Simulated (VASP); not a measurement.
# HC4 in VASP: a series of runs

HC4 is run at these levels: PBE+D3(BJ); tasks: single point.

All numbers are computed with VASP 6.6.1; they aren't measurements. Logs are shortened: lines on timing, memory, paths and dates and some standing lists are left out, and cuts for length are marked.

## 1. The cell of the first run

The cell holds a slab with vacuum, 10 atoms: a = 4.931 Å, b = 4.931 Å, c = 18.000 Å, α = 90.00°, β = 90.00°, γ = 120.00°.

## 2. Single point, PBE+D3(BJ)

INCAR reads:

```
SYSTEM = HC4
ALGO = Normal
DIPOL = 0.5 0.5 0.256
EDIFF = 1E-7
ENCUT = 520
GGA = PE
IDIPOL = 3
ISIF = 2
ISMEAR = 0
IVDW = 12
LASPH = .True.
LCHARG = .False.
LDIPOL = .True.
LREAL = .False.
LWAVE = .False.
NBANDS = 28
NELM = 80
PREC = Accurate
SIGMA = 0.1
```

KPOINTS reads:

```
k-points
0
Gamma
  6 6 1
  0 0 0
```

POSCAR reads:

```
HC4
1.0
    4.9313048818      0.0000000000      0.0000000000
   -2.4656524409      4.2706353015      0.0000000000
    0.0000000000      0.0000000000     18.0000331943
C H
8 2
Direct
    0.3333333333      0.1666666667      0.2222236565
    0.3333333333      0.6666666667      0.2222236565
    0.8333333333      0.1666666667      0.2222236565
    0.8333333333      0.6666666667      0.2222236565
    0.1666666667      0.3333333333      0.2222218124
    0.1666666667      0.8333333333      0.2222218124
    0.6666666667      0.3333333333      0.2222218124
    0.6666666667      0.8333333333      0.2222218124
    0.6962023835      0.3037976165      0.3888900159
    0.8037976165      0.1962023835      0.3888900159
```

Potentials or basis: VASP PAW PBE potentials, release 64 (C, H).

Started as:

```console
$ cat potpaw_PBE.64/C/POTCAR potpaw_PBE.64/H/POTCAR > POTCAR
$ mpirun -np 1 vasp_std > vasp.out
```

OUTCAR:

```text
SYSTEM = HC4
   EDIFF = 1E-7
   ENCUT = 520
   GGA = PE
   ISIF = 2
   ISMEAR = 0
   IVDW = 12
   LASPH = .True.
   LREAL = .False.
   NELM = 80
   PREC = Accurate
 IVDW          = 12

 ion  position               nearest neighbor table
   1  0.333  0.167  0.222-   5 1.42   7 1.42   6 1.42
   2  0.333  0.667  0.222-   6 1.42   8 1.42   5 1.42
   3  0.833  0.167  0.222-   7 1.42   5 1.42   8 1.42
   4  0.833  0.667  0.222-   8 1.42   6 1.42   7 1.42
   5  0.167  0.333  0.222-   1 1.42   3 1.42   2 1.42
   6  0.167  0.833  0.222-   2 1.42   4 1.42   1 1.42
   7  0.667  0.333  0.222-   3 1.42   1 1.42   4 1.42
   8  0.667  0.833  0.222-   4 1.42   2 1.42   3 1.42
   9  0.696  0.304  0.389-
  10  0.804  0.196  0.389-

  LATTYP: Found a hexagonal cell.
 ALAT       =     4.9313048818
 C/A-ratio  =     3.6501562215

  Lattice vectors:

 A1 = (   4.9313048818,   0.0000000000,   0.0000000000)
 A2 = (  -2.4656524409,   4.2706353015,   0.0000000000)
 A3 = (   0.0000000000,   0.0000000000,  18.0000331943)

Analysis of symmetry for initial positions (statically):
=====================================================================
 Subroutine PRICEL returns:
 Original cell was already a primitive cell.

 Routine SETGRP: Setting up the symmetry group for a
 hexagonal supercell.

 Subroutine GETGRP returns: Found  4 space group operations
 (whereof  2 operations were pure point group operations)
 out of a pool of 24 trial point group operations.

The static configuration has the point symmetry C_1h.
 The point group associated with its full space group is C_2v.

Analysis of symmetry for dynamics (positions and initial velocities):
=====================================================================
 Subroutine PRICEL returns:
 Original cell was already a primitive cell.

 Routine SETGRP: Setting up the symmetry group for a
 hexagonal supercell.

 Subroutine GETGRP returns: Found  4 space group operations
 (whereof  2 operations were pure point group operations)
 out of a pool of 24 trial point group operations.

The dynamic configuration has the point symmetry C_1h.
 The point group associated with its full space group is C_2v.

 Subroutine INISYM returns: Found  4 space group operations
 (whereof  2 operations are pure point group operations),
 and found     1 'primitive' translations

----------------------------------------------------------------------------------------

                                     Primitive cell

  volume of cell :     379.0772

  direct lattice vectors                    reciprocal lattice vectors
     4.931304882  0.000000000  0.000000000     0.202786083  0.117078599  0.000000000
    -2.465652441  4.270635301  0.000000000     0.000000000  0.234157199  0.000000000
     0.000000000  0.000000000 18.000033194     0.000000000  0.000000000  0.055555453

  length of vectors
     4.931304882  4.931304882 18.000033194     0.234157199  0.234157199  0.055555453

  position of ions in fractional coordinates (direct lattice)
     0.333333333  0.166666667  0.222223656
     0.333333333  0.666666667  0.222223656
     0.833333333  0.166666667  0.222223656
     0.833333333  0.666666667  0.222223656
     0.166666667  0.333333333  0.222221812
     0.166666667  0.833333333  0.222221812
     0.666666667  0.333333333  0.222221812
     0.666666667  0.833333333  0.222221812
     0.696202384  0.303797616  0.388890016
     0.803797616  0.196202384  0.388890016

  ion indices of the primitive-cell ions
   primitive index   ion index
                 1           1
                 2           2
                 3           3
                 4           4
                 5           5
                 6           6
                 7           7
                 8           8
                 9           9
                10          10

----------------------------------------------------------------------------------------

 KPOINTS: k-points

Automatic generation of k-mesh.
 Grid dimensions read from file:
 generate k-points for:    6    6    1

 Generating k-lattice:

  Cartesian coordinates                     Fractional coordinates (reciprocal lattice)
     0.033797680  0.019513100  0.000000000     0.166666667  0.000000000  0.000000000
     0.000000000  0.039026200  0.000000000     0.000000000  0.166666667  0.000000000
     0.000000000  0.000000000  0.055555453     0.000000000  0.000000000  1.000000000

  Length of vectors
     0.039026200  0.039026200  0.055555453

  Shift w.r.t. Gamma in fractional coordinates (k-lattice)
     0.000000000  0.000000000  0.000000000

 Subroutine IBZKPT returns following result:
 ===========================================

 Found     13 irreducible k-points:

 Following reciprocal coordinates:
            Coordinates               Weight
  0.000000  0.000000  0.000000      1.000000
  0.166667 -0.000000  0.000000      4.000000
 -0.166667  0.166667  0.000000      2.000000
  0.333333 -0.000000  0.000000      4.000000
 -0.333333  0.333333  0.000000      2.000000
  0.500000  0.000000  0.000000      2.000000
  0.500000  0.500000  0.000000      1.000000
  0.166667  0.166667  0.000000      2.000000
 -0.166667  0.333333  0.000000      4.000000
  0.333333  0.166667  0.000000      4.000000
 -0.166667  0.500000  0.000000      4.000000
  0.500000  0.333333  0.000000      4.000000
  0.333333  0.333333  0.000000      2.000000
   k-points           NKPTS =     13   k-points in BZ     NKDIM =     13   number of bands    NBANDS=     28
   number of dos      NEDOS =    301   number of ions     NIONS =     10
   total plane-waves  NPLWV = 224000
   dimension x,y,z NGX =    40 NGY =   40 NGZ =  140
   dimension x,y,z NGXF=    80 NGYF=   80 NGZF=  280
   ions per type =               8   2
   NGX,Y,Z   is equivalent  to a cutoff of  13.48, 13.48, 12.93 a.u.
   NGXF,Y,Z  is equivalent  to a cutoff of  26.97, 26.97, 25.86 a.u.
 SYSTEM =  HC4
   PREC   = accura    normal or accurate (medium, high low for compatibility)
   ISTART =      0    job   : 0-new  1-cont  2-samecut
   ICHARG =      2    charge: 1-file 2-atom 10-const
   ISPIN  =      1    spin polarized calculation?
   LNONCOLLINEAR =      F non collinear calculations
   LSORBIT =      F    spin-orbit coupling
   LASPH  =      T    aspherical Exc in radial PAW
   ENCUT  =  520.0 eV  38.22 Ry    6.18 a.u.   9.17  9.17 33.47*2*pi/ulx,y,z
   NELM   =     80;   NELMIN=  2; NELMDL= -5     # of ELM steps
   EDIFF  = 0.1E-06   stopping-criterion for ELM
   LREAL  =      F    real-space projection
   EDIFFG = 0.1E-05   stopping-criterion for IOM
   NSW    =      0    number of steps for IOM
   IBRION =     -1    ionic relax: 0-MD 1-quasi-New 2-CG
   NFREE  =      0    steps in history (QN), initial steepest desc. (CG)
   ISIF   =      2    stress and relaxation
   ISYM   =      2    0-nonsym 1-usesym 2-fastsym
   POTIM  = 0.5000    time-step for ionic-motion
   TEBEG  =    0.0;   TEEND  =   0.0 temperature during run
   PSTRESS=    0.0 pullay stress
   NELECT =      34.0000    total number of electrons
   NUPDOWN=      -1.0000    fix difference up-down
   EMIN   =  10.00;   EMAX   =-10.00  energy-range for DOS
   EFERMI =   0.00;   METHOD = LEGACY
   ISMEAR =     0;   SIGMA  =   0.10  broadening in eV -4-tet -1-fermi 0-gaus
   EFERMI_NEDOS =   21; number of points for ismear=-14 and -15
   IALGO  =     38    algorithm
   IMIX   =      4    mixing-type and parameters
     AMIX     =   0.40;   BMIX     =  1.00
     AMIX_MAG =   1.60;   BMIX_MAG =  1.00
  volume/ion in A,a.u.               =      37.91       255.81
  Fermi-wavevector in a.u.,A,eV,Ry     =   0.732811  1.384812  7.306489  0.537012
  Thomas-Fermi vector in A             =   1.825366
   LORBIT       =      0    0 simple, 1 ext, 2 COOP (PROOUT), +10 PAW based schemes
   GGA     = PE    functional components
   LHFCALC =     F    Hartree Fock is set to
   AEXX    =    0.0000 exact exchange contribution
   IVDW    =    12    specifies the selected vdW correction
   LEPSILON=     F    determine dielectric tensor
   LRPA    =     F    only Hartree local field effects (RPA)
 non-spin polarized calculation
 Gauss-broadening in eV      SIGMA  =   0.10
  energy-cutoff  :      520.00
  volume of cell :      379.08
 maximum number of plane-waves:     10258
 NGX is ok and might be reduce to    40
   NGX = 19   NGY = 19   NGZ = 67

 dipolmoment           0.000000      0.000000     -0.000626 electrons x Angstroem

 number of electron      33.9999999 magnetization

 dipolmoment           0.000000      0.000000      0.008269 electrons x Angstroem

 Free energy of the ion-electron system (eV)
  ---------------------------------------------------
  ext. energy  EPLUGINS =         0.00000000
  ---------------------------------------------------
  free energy    TOTEN  =       -80.19508078 eV

  energy without entropy =      -80.18882117  energy(sigma->0) =      -80.19195097

 E-fermi :  -2.5076     XC(G=0):  -2.8395

 val. band max:       -2.5113820687   @ k =   0.3333   0.3333   0.0000
 cond. band min:      -2.5037335699   @ k =   0.3333   0.3333   0.0000
 fundamental gap:      0.0076484988
 Fermi energy:        -2.5075578192

 k-point     1 :       0.0000    0.0000    0.0000
  band No.  band energies     occupation
      1     -22.0289      2.00000
      2     -16.7885      2.00000
      3     -16.7858      2.00000
      4     -16.7835      2.00000
      5     -15.7463      2.00000
      6     -15.7448      2.00000
[... 20 lines left out ...]
     27       4.8667      0.00000
     28       4.8669      0.00000
[... 342 lines left out ...]
 k-point    13 :       0.3333    0.3333    0.0000
  band No.  band energies     occupation
      1     -20.0839      2.00000
      2     -20.0828      2.00000
      3     -20.0779      2.00000
      4     -15.1047      2.00000
      5     -15.1045      2.00000
      6     -13.0650      2.00000
[... 20 lines left out ...]
     27       4.1291      0.00000
     28       4.5858      0.00000

------------------------ aborting loop because EDIFF is reached ----------------------------------------

 vacuum level on the upper side and lower side of the slab       (xc-potential included)         0.022        -0.047

 Edisp (eV)   -0.80760

 E8    (eV) :    -0.2425

  FORCE on cell =-STRESS in cart. coord.  units (eV):
  Direction    XX          YY          ZZ          XY          YZ          ZX
  --------------------------------------------------------------------------------------
  -------------------------------------------------------------------------------------
  Total      -2.09610    -0.57560     0.00275     1.31679     0.00000     0.00000
  in kB      -8.85920    -2.43279     0.01160     5.56543     0.00000     0.00000
  external pressure =       -3.76 kB  Pullay stress =        0.00 kB

 VOLUME and BASIS-vectors are now :
 -----------------------------------------------------------------------------
  energy-cutoff  :      520.00
  volume of cell :      379.08
      direct lattice vectors                 reciprocal lattice vectors
     4.931304882  0.000000000  0.000000000     0.202786083  0.117078599  0.000000000
    -2.465652441  4.270635301  0.000000000     0.000000000  0.234157199  0.000000000
     0.000000000  0.000000000 18.000033194     0.000000000  0.000000000  0.055555453

 POSITION                                       TOTAL-FORCE (eV/Angst)
 -----------------------------------------------------------------------------------
      1.23283      0.71177      4.00003         0.024909      0.002814      0.007262
     -0.00000      2.84709      4.00003         0.002067     -0.001193      0.018956
      3.69848      0.71177      4.00003        -0.005006      0.002890     -0.045494
      2.46565      2.84709      4.00003         0.010018     -0.022979      0.007262
      0.00000      1.42355      4.00000        -0.024909     -0.002814      0.007262
     -1.23283      3.55886      4.00000        -0.002067      0.001193      0.018956
      2.46565      1.42355      4.00000         0.005006     -0.002890     -0.045494
      1.23283      3.55886      4.00000        -0.010018      0.022979      0.007262
      2.68413      1.29741      7.00003         2.949019     -1.702617      0.012014
      3.48000      0.83791      7.00003        -2.949019      1.702617      0.012014
 -----------------------------------------------------------------------------------
    total drift:                               -0.000003      0.000002      0.000494

  FREE ENERGIE OF THE ION-ELECTRON SYSTEM (eV)
  ---------------------------------------------------
  free  energy   TOTEN  =       -81.0026786141 eV

  energy  without entropy=      -80.9964190022  energy(sigma->0) =      -80.99954881

 vacuum level on the upper side and lower side of the slab         1.782         1.711
```

Run time: 2.7 min. Hardware: 1 thread of Intel Xeon 6975P-C (Granite Rapids), shared host; peak memory 0.54 GiB.

What came out:

* Free energy: -81.0027 eV
* Largest force: 3.405 eV/Å
* Dispersion energy per atom: -0.081 eV

Forces in eV/Å, atoms in the order of the input:
```
C    0.025  0.003  0.007
C    0.002 -0.001  0.019
C   -0.005  0.003 -0.045
C    0.010 -0.023  0.007
C   -0.025 -0.003  0.007
C   -0.002  0.001  0.019
C    0.005 -0.003 -0.045
C   -0.010  0.023  0.007
H    2.949 -1.703  0.012
H   -2.949  1.703  0.012
```

Levels at points of the mesh, in eV from the Fermi level:
```csv
k point,band 15,band 16,band 17,band 18,band 19,band 20
"(0.00, 0.00, 0.00)",-2.36,-2.36,-2.34,1.66,1.67,1.68
"(0.50, 0.00, 0.00)",-5.05,-2.74,-2.72,2.81,2.82,3.74
"(0.50, 0.50, 0.00)",-5.05,-2.74,-2.71,2.78,2.82,3.10
```

(Continued in part 2 of 2.)
